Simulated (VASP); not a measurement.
Set up this calculation in VASP 6.6.1, as the native input.

- Task: single point
- Functional: PBE
- Potentials or basis: VASP PAW PBE potentials, release 64 (K_sv)
- Cutoff: 520 eV
- k mesh: 14 × 14 × 14
- Occupations: gaussian, width 0.15 eV
- Spin: no spin polarisation
- Dipole correction: no
- Further INCAR settings: ALGO = Fast; EDIFF = 1e-06; NBANDS = 10

The structure of K lies in POSCAR:

```
K
1.0
   -2.6965400000      2.6965400000      2.6180000000
    2.6965400000     -2.6965400000      2.6180000000
    2.6965400000      2.6965400000     -2.6180000000
K
1
Direct
    0.0000000000      0.0000000000      0.0000000000
```

This cell differs from its parent crystal: strain +0.030 along x and y, +0.000 along z.

One way to write it, as run:

INCAR

```
SYSTEM = K
PREC = Accurate
ENCUT = 520
EDIFF = 1E-6
ISMEAR = 0
SIGMA = 0.15
LREAL = .False.
LASPH = .True.
NELM = 60
ALGO = Fast
ISIF = 2
LWAVE = .False.
LCHARG = .False.
GGA = PE
NBANDS = 10
```

KPOINTS

```
regular mesh
0
Gamma
  14 14 14
  0 0 0
```

Potentials or basis: VASP PAW PBE potentials, release 64 (K_sv).

Launch:

```bash
$ cat potpaw_PBE.64/K_sv/POTCAR > POTCAR
$ mpirun -np 1 vasp_std > vasp.out
```

Results of the run:

```yaml
Pressure: -0.1 GPa
Band_gap_on_the_k_mesh: zero (an odd number of electrons rules out a gap without spin polarisation)
```

Caveat: the cell differs from its parent crystal (strain +0.030 along x and y, +0.000 along z).

Wall time 94 s on 1 thread of AMD EPYC 9R45 96-Core Processor (Zen 5), on a shared host, peak memory 0.29 GiB.
